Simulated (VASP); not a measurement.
Write the native input for VASP 6.6.1 that does the following.

```yaml
Task: single point
Functional: r2SCAN
Potentials_or_basis: VASP PAW PBE potentials, release 64 (Ga_d, N)
Cutoff: 520 eV
k_mesh: 12 × 12 × 6
Occupations: gaussian, width 0.05 eV
Spin: no spin polarisation
Dipole_correction: no
Further_INCAR_settings: ALGO = Normal; EDIFF = 1e-06; NBANDS = 26
```

The system is GaN.

```xyz
4
Lattice="3.1800 0.0000 0.0000 -1.5900 2.8503 0.0000 0.0000 0.0000 5.1660" Properties=species:S:1:pos:R:3 pbc="T T T"
Ga    0.0000    1.9002    0.0000
Ga    1.5900    0.9501    2.5830
N     0.0000    1.9002    1.9373
N     1.5900    0.9501    4.5203
```

This cell differs from its parent crystal: strain +0.0350 x Voigt [0, 1, 0, 0, 0, 0].

The input as run:

POSCAR

```
GaN
1.0
    3.1799996605      0.0000000000      0.0000000000
   -1.5899998303      2.8503491071      0.0000000000
    0.0000000000      0.0000000000      5.1660000000
Ga N
2 2
Direct
    0.3333333333      0.6666666667      0.0000000000
    0.6666666667      0.3333333333      0.5000000000
    0.3333333333      0.6666666667      0.3750000000
    0.6666666667      0.3333333333      0.8750000000
```

INCAR.step1

```
ALGO     = Normal         # electronic algorithm
EDIFF    = 1E-4           # SCF threshold, eV
ENCUT    = 520            # plane-wave cutoff, eV
GGA      = PE             # functional
ISMEAR   = 0              # smearing method
LASPH    = T              # aspherical terms in the spheres
LCHARG   = F              # write CHGCAR
LREAL    = F              # projectors in reciprocal space
LWAVE    = T              # write WAVECAR
NBANDS   = 26             # bands
NELM     = 100            # most SCF steps
PREC     = Accurate       # precision mode
SIGMA    = 0.05           # smearing width, eV
```

INCAR.step2

```
ALGO     = Normal         # electronic algorithm
EDIFF    = 1E-6           # SCF threshold, eV
ENCUT    = 520            # plane-wave cutoff, eV
ISIF     = 2              # what is computed and relaxed
ISMEAR   = 0              # smearing method
ISTART   = 1            
LASPH    = T              # aspherical terms in the spheres
LCHARG   = T              # write CHGCAR
LELF     = T              # ELF
LMIXTAU  = T            
LREAL    = F              # projectors in reciprocal space
LVHAR    = T            
LWAVE    = F              # write WAVECAR
METAGGA  = R2SCAN         # meta-GGA
NBANDS   = 26             # bands
NELM     = 100            # most SCF steps
PREC     = Accurate       # precision mode
SIGMA    = 0.05           # smearing width, eV
```

KPOINTS

```
k-points
0
Gamma
  12 12 6
```

Potentials or basis: VASP PAW PBE potentials, release 64 (Ga_d, N).

Run with:

```console
$ cat potpaw_PBE.64/Ga_d/POTCAR potpaw_PBE.64/N/POTCAR > POTCAR
$ cp INCAR.step1 INCAR
$ mpirun -np 1 vasp_std > vasp.out
$ cp INCAR.step2 INCAR
$ mpirun -np 1 vasp_std > vasp.out
```

Results of the run:

```json
{
  "Pressure": "-4.1 GPa",
  "Largest force": "0.386 eV/Å",
  "Band gap on the k mesh": "2.08 eV"
}
```

Caveat: the cell differs from its parent crystal (strain +0.0350 x Voigt [0, 1, 0, 0, 0, 0]); the cell stands under tension; the PAW data sets were made with another functional, which shifts forces and pressure a little.

Wall time 14 min on 1 thread of Intel Xeon 8259CL, with other jobs on the host, peak memory 0.3 GiB.
